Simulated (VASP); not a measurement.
Input of a VASP 6.6.1 run:

INCAR

```
SYSTEM = CdF2
PREC     = Accurate       ! precision mode
ENCUT    = 520            ! plane-wave cutoff, eV
EDIFF    = 1E-6           ! SCF threshold, eV
ISMEAR   = 0              ! smearing method
SIGMA    = 0.016          ! smearing width, eV
LREAL    = .False.        ! projectors in reciprocal space
LASPH    = .True.         ! aspherical terms in the spheres
NELM     = 80             ! most SCF steps
ALGO     = Normal         ! electronic algorithm
ISIF     = 2              ! what is computed and relaxed
LWAVE    = .False.        ! write WAVECAR
LCHARG   = .True.         ! write CHGCAR
GGA      = PE             ! functional
LELF     = .True.         ! ELF
LVHAR    = .True.       
NBANDS   = 20             ! bands
```

The input KPOINTS:

```
regular mesh
0
Gamma
  9 9 9
  0 0 0
```

POSCAR

```
CdF2
1.0
    0.0000000000      2.6940000000      2.6940000000
    2.6940000000      0.0000000000      2.6940000000
    2.6940000000      2.6940000000      0.0000000000
Cd F
1 2
Direct
    0.0000000000      0.0000000000      0.0000000000
    0.7500000000      0.7500000000      0.7500000000
    0.2500000000      0.2500000000      0.2500000000
```

Potentials or basis: VASP PAW PBE potentials, release 64 (Cd, F).

Run with:

```console
$ cat potpaw_PBE.64/Cd/POTCAR potpaw_PBE.64/F/POTCAR > POTCAR
$ mpirun -np 1 vasp_std > vasp.out
```

Q: Predict the band gap on the k mesh.

A: 3.10 eV, indirect (least direct gap 3.57 eV).

Q: What does it give for the pressure?

A: 6.2 GPa.

A k mesh can miss the band edges. As with any semilocal functional, this PBE gap is likely too small.
